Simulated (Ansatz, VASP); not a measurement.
## Mg5Te: VASP beside Ansatz

```
CELL_PARAMETERS angstrom
5.24328 0.00000 0.00000
-2.62164 4.54081 0.00000
0.00000 0.00000 5.70645
ATOMIC_POSITIONS crystal
Mg 0.33333 0.66667 0.00000
Mg 0.66667 0.33333 0.00000
Mg 0.33333 0.66667 0.50000
Mg 0.66667 0.33333 0.50000
Mg 0.00000 0.00000 0.50000
Te 0.00000 0.00000 0.00000
```

Alike in both runs: task single point; functional PBE; k mesh 6 × 6 × 4; occupations gaussian, width 0.1 eV; no spin polarisation.

```csv
,VASP,Ansatz
version,VASP 6.6.1,Ansatz 0.2.0
potentials or method,"VASP PAW PBE potentials, release 64 (Mg, Te), cutoff 520 eV","scalar-relativistic, plane waves, PAW"
valence electrons in the cell,16,66
```

```tsv
	VASP	Ansatz	Ansatz less VASP
gap on the k mesh at the Fermi level (eV)	none	none	-
pressure (GPa)	6.2	6.3	+0.06
traceless stress, the component that is largest in VASP (GPa)	3.01	2.99	-0.021
```

A gap of «none» marks a metal or a gap that the smearing closes. VASP's potentials hold 16 valence electrons a cell and Ansatz's 66, so a difference there can come from the potentials and not from the codes.

Spin-orbit coupling is off throughout.
